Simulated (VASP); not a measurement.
# Cr (Im-3m) in VASP: relaxation of cell and atoms with PBE-based screened hybrid with 25 % exact exchange

Aim: the relaxation of cell and atoms of Cr with PBE-based screened hybrid with 25 % exact exchange.

All numbers are computed with VASP 6.6.1; they aren't measurements. Logs are shortened: lines on timing, memory, paths and dates and some standing lists are left out, and cuts for length are marked.

## 1. The cell of the first run

The structure is cubic, space group Im-3m (No. 229). The conventional cell has a = 2.969 Å, b = 2.969 Å, c = 2.969 Å, α = 90.00°, β = 90.00°, γ = 90.00°. Cr (site symmetry m-3m) has 14 Cr at 2.57 to 2.97 Å within 3.4 Å.

## 2. Relaxation of cell and atoms, PBE-based screened hybrid with 25 % exact exchange, collinear spin, ferromagnetic start

Input file POSCAR:

```
Cr
1.0
   -1.4844496776      1.4844496776      1.4844496776
    1.4844496776     -1.4844496776      1.4844496776
    1.4844496776      1.4844496776     -1.4844496776
Cr
1
Direct
    0.0000000000      0.0000000000      0.0000000000
```

Input file INCAR.step1:

```
PREC = Accurate
ENCUT = 600
EDIFF = 1E-5
ISMEAR = -1
SIGMA = 0.05
LREAL = False
LASPH = True
NELM = 150
ALGO = Normal
LWAVE = True
LCHARG = False
ISPIN = 2
MAGMOM = 3
LORBIT = 11
LMAXMIX = 4
GGA = PE
NBANDS = 16
```

Input file INCAR.step2:

```
PREC = Accurate
ENCUT = 600
EDIFF = 1E-6
ISMEAR = -1
SIGMA = 0.05
LREAL = False
LASPH = True
NELM = 150
ALGO = Normal
ISIF = 3
LWAVE = False
LCHARG = False
ISPIN = 2
MAGMOM = 3
LORBIT = 11
LMAXMIX = 4
GGA = PE
LHFCALC = True
AEXX = 0.25
HFSCREEN = 0.3
PRECFOCK = Normal
IBRION = 2
NSW = 60
EDIFFG = -0.01
ISTART = 1
```

Input file KPOINTS:

```
Automatic mesh
0
Gamma
  6 6 6
```

Potentials or basis: VASP PAW PBE potentials, release 64 (Cr_pv).

On the command line:

```bash
$ cat potpaw_PBE.64/Cr_pv/POTCAR > POTCAR
$ cp INCAR.step1 INCAR
$ mpirun -np 1 vasp_std > vasp.out
$ cp INCAR.step2 INCAR
$ mpirun -np 1 vasp_std > vasp.out
```

OUTCAR:

```text
PREC = Accurate
   ENCUT = 600
   EDIFF = 1E-6
   ISMEAR = -1
   LREAL = False
   LASPH = True
   NELM = 150
   ISIF = 3
   ISPIN = 2
   LORBIT = 11
   GGA = PE
   LHFCALC = True
   AEXX = 0.25
   HFSCREEN = 0.3
   PRECFOCK = Normal
   IBRION = 2
   NSW = 60
   EDIFFG = -0.01
   ISTART = 1

 ion  position               nearest neighbor table
   1  0.000  0.000  0.000-

  LATTYP: Found a body centered cubic cell.
 ALAT       =     2.9688993552

  Lattice vectors:

 A1 = (  -1.4844496776,   1.4844496776,   1.4844496776)
 A2 = (   1.4844496776,  -1.4844496776,   1.4844496776)
 A3 = (   1.4844496776,   1.4844496776,  -1.4844496776)

Analysis of symmetry for initial positions (statically):
=====================================================================
 Subroutine PRICEL returns:
 Original cell was already a primitive cell.

 Routine SETGRP: Setting up the symmetry group for a
 body centered cubic supercell.

 Subroutine GETGRP returns: Found 48 space group operations
 (whereof 48 operations were pure point group operations)
 out of a pool of 48 trial point group operations.

The static configuration has the point symmetry O_h .

Analysis of symmetry for dynamics (positions and initial velocities):
=====================================================================
 Subroutine PRICEL returns:
 Original cell was already a primitive cell.

 Routine SETGRP: Setting up the symmetry group for a
 body centered cubic supercell.

 Subroutine GETGRP returns: Found 48 space group operations
 (whereof 48 operations were pure point group operations)
 out of a pool of 48 trial point group operations.

The dynamic configuration has the point symmetry O_h .

Analysis of structural, dynamic, and magnetic symmetry:
=====================================================================
 Subroutine PRICEL returns:
 Original cell was already a primitive cell.

 Routine SETGRP: Setting up the symmetry group for a
 body centered cubic supercell.

 Subroutine GETGRP returns: Found 48 space group operations
 (whereof 48 operations were pure point group operations)
 out of a pool of 48 trial point group operations.

The overall configuration has the point symmetry O_h .

 Subroutine INISYM returns: Found 48 space group operations
 (whereof 48 operations are pure point group operations),
 and found     1 'primitive' translations

----------------------------------------------------------------------------------------

                                     Primitive cell

  volume of cell :      13.0845

  direct lattice vectors                    reciprocal lattice vectors
    -1.484449678  1.484449678  1.484449678     0.000000000  0.336825160  0.336825160
     1.484449678 -1.484449678  1.484449678     0.336825160  0.000000000  0.336825160
     1.484449678  1.484449678 -1.484449678     0.336825160  0.336825160  0.000000000

  length of vectors
     2.571142263  2.571142263  2.571142263     0.476342709  0.476342709  0.476342709

  position of ions in fractional coordinates (direct lattice)
     0.000000000  0.000000000  0.000000000

  ion indices of the primitive-cell ions
   primitive index   ion index
                 1           1

----------------------------------------------------------------------------------------

 KPOINTS: Automatic mesh

Automatic generation of k-mesh.
 Grid dimensions read from file:
 generate k-points for:    6    6    6

 Generating k-lattice:

  Cartesian coordinates                     Fractional coordinates (reciprocal lattice)
     0.000000000  0.056137527  0.056137527     0.166666667  0.000000000  0.000000000
     0.056137527  0.000000000  0.056137527     0.000000000  0.166666667  0.000000000
     0.056137527  0.056137527  0.000000000     0.000000000  0.000000000  0.166666667

  Length of vectors
     0.079390452  0.079390452  0.079390452

  Shift w.r.t. Gamma in fractional coordinates (k-lattice)
     0.000000000  0.000000000  0.000000000

 Subroutine IBZKPT returns following result:
 ===========================================

 Found     16 irreducible k-points:

 Following reciprocal coordinates:
            Coordinates               Weight
  0.000000  0.000000  0.000000      1.000000
  0.166667  0.000000  0.000000     12.000000
  0.333333  0.000000  0.000000     12.000000
  0.500000  0.000000  0.000000      6.000000
  0.166667  0.166667  0.000000     24.000000
  0.333333  0.166667 -0.000000     48.000000
[... 8 lines left out ...]
  0.500000  0.500000  0.333333     12.000000
  0.500000  0.500000  0.500000      1.000000
   k-points           NKPTS =     16   k-points in BZ     NKDIM =    216   number of bands    NBANDS=     12
   number of dos      NEDOS =    301   number of ions     NIONS =      1
   total plane-waves  NPLWV =  13824
   dimension x,y,z NGX =    24 NGY =   24 NGZ =   24
   dimension x,y,z NGXF=    48 NGYF=   48 NGZF=   48
   ions per type =               1
   NGX,Y,Z   is equivalent  to a cutoff of  15.52, 15.52, 15.52 a.u.
   NGXF,Y,Z  is equivalent  to a cutoff of  31.04, 31.04, 31.04 a.u.
 SYSTEM =  unknown system
   PREC   = accura    normal or accurate (medium, high low for compatibility)
   ISTART =      1    job   : 0-new  1-cont  2-samecut
   ICHARG =      0    charge: 1-file 2-atom 10-const
   ISPIN  =      2    spin polarized calculation?
   LNONCOLLINEAR =      F non collinear calculations
   LSORBIT =      F    spin-orbit coupling
   LASPH  =      T    aspherical Exc in radial PAW
   ENCUT  =  600.0 eV  44.10 Ry    6.64 a.u.   5.14  5.14  5.14*2*pi/ulx,y,z
   NELM   =    150;   NELMIN=  2; NELMDL=  0     # of ELM steps
   EDIFF  = 0.1E-05   stopping-criterion for ELM
   LREAL  =      F    real-space projection
   EDIFFG = -.1E-01   stopping-criterion for IOM
   NSW    =     60    number of steps for IOM
   IBRION =      2    ionic relax: 0-MD 1-quasi-New 2-CG
   NFREE  =      1    steps in history (QN), initial steepest desc. (CG)
   ISIF   =      3    stress and relaxation
   ISYM   =      3    0-nonsym 1-usesym 2-fastsym
   POTIM  = 0.5000    time-step for ionic-motion
   TEBEG  =    0.0;   TEEND  =   0.0 temperature during run
   PSTRESS=    0.0 pullay stress
   NELECT =      12.0000    total number of electrons
   NUPDOWN=      -1.0000    fix difference up-down
   EMIN   =  10.00;   EMAX   =-10.00  energy-range for DOS
   EFERMI =   0.00;   METHOD = LEGACY
   ISMEAR =    -1;   SIGMA  =   0.05  broadening in eV -4-tet -1-fermi 0-gaus
   EFERMI_NEDOS =   21; number of points for ismear=-14 and -15
   IALGO  =     38    algorithm
   IMIX   =      1    mixing-type and parameters
     AMIX     =   0.40;   BMIX     =  1.00
     AMIX_MAG =   1.60;   BMIX_MAG =  1.00
  volume/ion in A,a.u.               =      13.08        88.30
  Fermi-wavevector in a.u.,A,eV,Ry     =   1.590559  3.005721 34.421077  2.529878
  Thomas-Fermi vector in A             =   2.689235
   LORBIT       =     11    0 simple, 1 ext, 2 COOP (PROOUT), +10 PAW based schemes
   GGA     = PE    functional components
   LHFCALC =     T    Hartree Fock is set to
   PRECFOCK=normal    Normal, Fast or Accurate (Low or Medium for compatibility)
   ENCUT4O =  -1.0   cutoff for four orbital integrals eV
   NKREDX  =     1    reduce k-point grid by
   NKREDY  =     1    reduce k-point grid by
   NKREDZ  =     1    reduce k-point grid by
   AEXX    =    0.2500 exact exchange contribution
   HFSCREEN=    0.3000 screening length (either q_TF or 0.3 A-1)
   HFSCREENC=   0.3000 screening length for correlation (either q_TF or 0.3 A-1)
   ENCUTFOCK=  -1.0 apply spherical cutoff to Coloumb kernel
   IVDW    =     0    specifies the selected vdW correction
   LEPSILON=     F    determine dielectric tensor
   LRPA    =     F    only Hartree local field effects (RPA)
 conjugate gradient relaxation of ions
 spin polarized calculation
  energy-cutoff  :      600.00
  volume of cell :       13.08
 maximum number of plane-waves:       466
 NGX is ok and might be reduce to    24
  NGX = 16; NGY = 16; NGZ = 16

--------------------------------------- Ionic step        1  -------------------------------------------

 number of electron      11.9999997 magnetization       0.0000040

 number of electron      11.9999997 magnetization      -0.0000058

 Free energy of the ion-electron system (eV)
  ---------------------------------------------------
  ext. energy  EPLUGINS =         0.00000000
  ---------------------------------------------------
  free energy    TOTEN  =       -11.07194382 eV

  energy without entropy =      -11.06430490  energy(sigma->0) =      -11.06812436

 E-fermi :   9.4219     XC(G=0): -10.7330

 val. band max:        8.7295190768   @ k =   0.1667   0.0000   0.0000
 cond. band min:       9.4757900599   @ k =  -0.3333   0.3333   0.3333
 fundamental gap:      0.7462709831
 Fermi energy:         9.4218713945

 spin component 1

 k-point     1 :       0.0000    0.0000    0.0000
  band No.  band energies     occupation
      1     -37.2044      1.00000
      2     -37.2044      1.00000
      3     -37.2043      1.00000
      4       0.7966      1.00000
      5       7.8931      1.00000
      6       7.8931      1.00000
      7       7.8931      1.00000
      8      11.1563      0.00000
      9      11.1564      0.00000
     10      18.3525      0.00000
     11      31.4821      0.00000
     12      31.4821      0.00000

 k-point     2 :       0.1667    0.0000    0.0000
  band No.  band energies     occupation
      1     -37.3857      1.00000
      2     -37.2597      1.00000
      3     -37.2017      1.00000
      4       1.9556      1.00000
      5       7.4905      1.00000
      6       7.8264      1.00000
      7       8.7295      1.00000
      8      10.7586      0.00000
      9      11.1676      0.00000
     10      18.3506      0.00000
     11      28.5371      0.00000
     12      30.5327      0.00000
[... 575 lines left out ...]
 VOLUME and BASIS-vectors are now :
 -----------------------------------------------------------------------------
  energy-cutoff  :      600.00
  volume of cell :       11.10
      direct lattice vectors                 reciprocal lattice vectors
    -1.405083487  1.405083487  1.405083487     0.000000000  0.355850741  0.355850741
     1.405083487 -1.405083487  1.405083487     0.355850741  0.000000000  0.355850741
     1.405083487  1.405083487 -1.405083487     0.355850741  0.355850741  0.000000000

 POSITION                                       TOTAL-FORCE (eV/Angst)
 -----------------------------------------------------------------------------------
      1.40508      1.40508      1.40508         0.000000     -0.000000      0.000000
 -----------------------------------------------------------------------------------
    total drift:                               -0.000000      0.000000      0.000001

  FREE ENERGIE OF THE ION-ELECTRON SYSTEM (eV)
  ---------------------------------------------------
  free  energy   TOTEN  =       -11.3243345487 eV

  energy  without entropy=      -11.3219754215  energy(sigma->0) =      -11.32315499

--------------------------------------- Ionic step        5  -------------------------------------------

 number of electron      12.0000004 magnetization      -0.0000000

 number of electron      12.0000004 magnetization       0.0000000

 Free energy of the ion-electron system (eV)
  ---------------------------------------------------
  ext. energy  EPLUGINS =         0.00000000
  ---------------------------------------------------
  free energy    TOTEN  =       -11.32451040 eV

  energy without entropy =      -11.32228520  energy(sigma->0) =      -11.32339780

 E-fermi :  11.6620     XC(G=0): -11.4834

 val. band max:       11.5521698482   @ k =  -0.1667   0.1667   0.1667
 cond. band min:      11.8461633009   @ k =  -0.3333   0.3333   0.1667
 fundamental gap:      0.2939934527
 Fermi energy:        11.6620354872

 spin component 1

 k-point     1 :       0.0000    0.0000    0.0000
  band No.  band energies     occupation
      1     -34.6663      1.00000
      2     -34.6663      1.00000
      3     -34.6663      1.00000
      4       2.4008      1.00000
      5      10.0349      1.00000
      6      10.0349      1.00000
      7      10.0349      1.00000
      8      13.6007      0.00000
      9      13.6007      0.00000
     10      20.7640      0.00000
     11      35.2117      0.00000
     12      35.2117      0.00000

 k-point     2 :       0.1667    0.0000    0.0000
  band No.  band energies     occupation
      1     -34.9717      1.00000
      2     -34.7569      1.00000
      3     -34.6649      1.00000
      4       3.7206      1.00000
      5       9.5217      1.00000
      6       9.9331      1.00000
      7      11.0758      0.99999
      8      13.1113      0.00000
      9      13.6281      0.00000
     10      20.7630      0.00000
     11      32.8427      0.00000
     12      34.4866      0.00000
[... 464 lines left out ...]
 VOLUME and BASIS-vectors are now :
 -----------------------------------------------------------------------------
  energy-cutoff  :      600.00
  volume of cell :       11.05
      direct lattice vectors                 reciprocal lattice vectors
    -1.403175586  1.403175586  1.403175586     0.000000000  0.356334592  0.356334592
     1.403175586 -1.403175586  1.403175586     0.356334592  0.000000000  0.356334592
     1.403175586  1.403175586 -1.403175586     0.356334592  0.356334592  0.000000000

 POSITION                                       TOTAL-FORCE (eV/Angst)
 -----------------------------------------------------------------------------------
      0.00000      0.00000      0.00000        -0.000000     -0.000000      0.000000
 -----------------------------------------------------------------------------------
    total drift:                                0.000000      0.000000      0.000000

  FREE ENERGIE OF THE ION-ELECTRON SYSTEM (eV)
  ---------------------------------------------------
  free  energy   TOTEN  =       -11.3245103952 eV

  energy  without entropy=      -11.3222852042  energy(sigma->0) =      -11.32339780

 reached required accuracy - stopping structural energy minimisation

 total charge

# of ion       s       p       d       tot
------------------------------------------
    1        0.517   6.462   4.228  11.208

 magnetization (x)

# of ion       s       p       d       tot
------------------------------------------
    1        0.000  -0.000  -0.000  -0.000
```

Run time: 83 min. Hardware: 1 thread of Intel Xeon Platinum 8375C at 2.90GHz (Ice Lake), shared host; peak memory 0.26 GiB.

Results:

```yaml
Free_energy: -11.3245 eV
Relaxed_volume: 11.05 Å³/atom
Relaxed_cell: a = 2.430 Å, b = 2.430 Å, c = 2.430 Å, α = 109.47°, β = 109.47°, γ = 109.47°
Space_group_after_relaxing_to_0.1_Å: Im-3m (No. 229)
Pressure_after_relaxing: 0.0 GPa
Band_gap_on_the_k_mesh: zero (filled and empty bands overlap)
Net_moment: 0.00 μB per cell
Valence_electrons_inside_the_program's_atomic_spheres: Cr 11.21
```

Final structure:
```
CELL_PARAMETERS angstrom
-1.40318 1.40318 1.40318
1.40318 -1.40318 1.40318
1.40318 1.40318 -1.40318
ATOMIC_POSITIONS crystal
Cr 0.00000 0.00000 0.00000
```

Caveat: the k points lie up to 0.53 Å⁻¹ apart in the final cell, too coarse for converged energies and pressures of a metal; the volume moved by over 15 % at a fixed basis, so the end points are rough; the moments typed at the start vanished in this run; the PAW data sets were made with another functional, which shifts forces and pressure a little.

The gap in the log of VASP goes by the Fermi energy; the results here count the filled bands.